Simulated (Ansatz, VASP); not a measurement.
# Mg3ScBr3 in VASP and in Ansatz

```xyz
7
Lattice="5.9975 0.0000 0.0000 0.0000 5.9975 0.0000 0.0000 0.0000 5.9975" Properties=species:S:1:pos:R:3 pbc="T T T"
Mg    0.0000    2.9988    2.9988
Mg    2.9988    2.9988    0.0000
Mg    2.9988    0.0000    2.9988
Sc    2.9988    2.9988    2.9988
Br    0.0000    2.9988    0.0000
Br    2.9988    0.0000    0.0000
Br    0.0000    0.0000    2.9988
```

Change from the starting cell: species swapped into the Ce3GaBr3 type (Pm-3m, No. 221).

Alike in both runs: functional PBE; k mesh 4 × 4 × 4; occupations gaussian, width 0.1 eV; no spin polarisation.

Ansatz relaxed the structure, and its values are those at the end. VASP's run is a single point on that final structure, the one shown.

|  | VASP | Ansatz |
| --- | --- | --- |
| version | VASP 6.6.1 | Ansatz 0.2.0 |
| potentials or method | VASP PAW PBE potentials, release 64 (Mg, Sc_sv, Br), cutoff 520 eV | scalar-relativistic, plane waves, PAW |
| valence electrons in the cell | 38 | 62 |

```csv
,VASP,Ansatz,Ansatz less VASP
gap on the k mesh at the Fermi level (eV),none,none,-
pressure (GPa),0.2,0.2,+0.05
```

A gap of «none» marks a metal or a gap that the smearing closes. VASP's potentials hold 38 valence electrons a cell and Ansatz's 62, so a difference there can come from the potentials and not from the codes.
